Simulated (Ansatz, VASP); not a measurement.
Sn2Te: VASP beside Ansatz

The input INCAR:

```
SYSTEM = Sn2Te
PREC = Accurate
ENCUT = 600
EDIFF = 1E-7
ISMEAR = 0
SIGMA = 0.1
LREAL = .False.
LASPH = .True.
NELM = 60
ALGO = Fast
ISIF = 3
LWAVE = .False.
LCHARG = .False.
GGA = PE
IBRION = 2
NSW = 100
EDIFFG = -0.01
```

KPOINTS

```
Automatic mesh
0
Gamma
  6 6 4
  0 0 0
```

POSCAR

```
Sn2Te
1.0
    5.3124807598      0.0000000000      0.0000000000
   -2.6562403799      4.6007432951      0.0000000000
    0.0000000000      0.0000000000      9.0260099198
Sn Te
4 2
Direct
    0.6666666667      0.3333333333      0.5116458404
    0.3333333333      0.6666666667      0.4883541596
    0.0000000000      0.0000000000      0.1706928700
    0.0000000000      0.0000000000      0.8293071300
    0.6666666667      0.3333333333      0.8326299786
    0.3333333333      0.6666666667      0.1673700214
```

Input for Ansatz:

```yaml
crystal:
  lattice:
    - [5.3124807598, 0.0, 0.0]
    - [-2.6562403799, 4.6007432951, 0.0]
    - [0.0, 0.0, 9.0260099198]
  atoms:
    - { symbol: Sn, position: [0.6666666667, 0.3333333333, 0.5116458404] }
    - { symbol: Sn, position: [0.3333333333, 0.6666666667, 0.4883541596] }
    - { symbol: Sn, position: [0.0, 0.0, 0.17069287] }
    - { symbol: Sn, position: [0.0, 0.0, 0.82930713] }
    - { symbol: Te, position: [0.6666666667, 0.3333333333, 0.8326299786] }
    - { symbol: Te, position: [0.3333333333, 0.6666666667, 0.1673700214] }
basis:
  ecutwfc: 420
kpoints:
  mp_grid: { grid: [6, 6, 4] }
hamiltonian:
  xc: pbe
scf:
  occupations: { method: gaussian, width: 0.1 }
output:
  forces: true
  stress: true
  eigenvalues: true
  write_density: true
  write_potential: true
  elf: true
  volumetric_format: npy
relax:
  adjacent_minimum: "off"
  f_tol: 0.01
  max_steps: 80
  cell: { stress_tol: 0.05 }
```

Alike in both runs: task relaxation of cell and atoms; functional PBE; k mesh 6 × 6 × 4; occupations gaussian, width 0.1 eV; no spin polarisation.

|  | VASP | Ansatz |
| --- | --- | --- |
| version | VASP 6.6.1 | Ansatz 0.2.0 |
| potentials or method | VASP PAW PBE potentials, release 64 (Sn_d, Te), cutoff 600 eV | scalar-relativistic, plane waves, PAW |
| valence electrons in the cell | 68 | 88 |

```tsv
	VASP	Ansatz	Ansatz less VASP
gap on the k mesh at the Fermi level, each at its own relaxed structure (eV)	none	none	-
relaxed volume (Å³/atom)	36.70	36.70	-0.001
relaxed length of the cell vector where the two differ most in proportion (Å)	9.068	9.055	-0.0125
```

A gap of «none» marks a metal or a gap that the smearing closes. VASP's potentials hold 68 valence electrons a cell and Ansatz's 88, so a difference there can come from the potentials and not from the codes.

Neither program's run includes spin-orbit coupling.
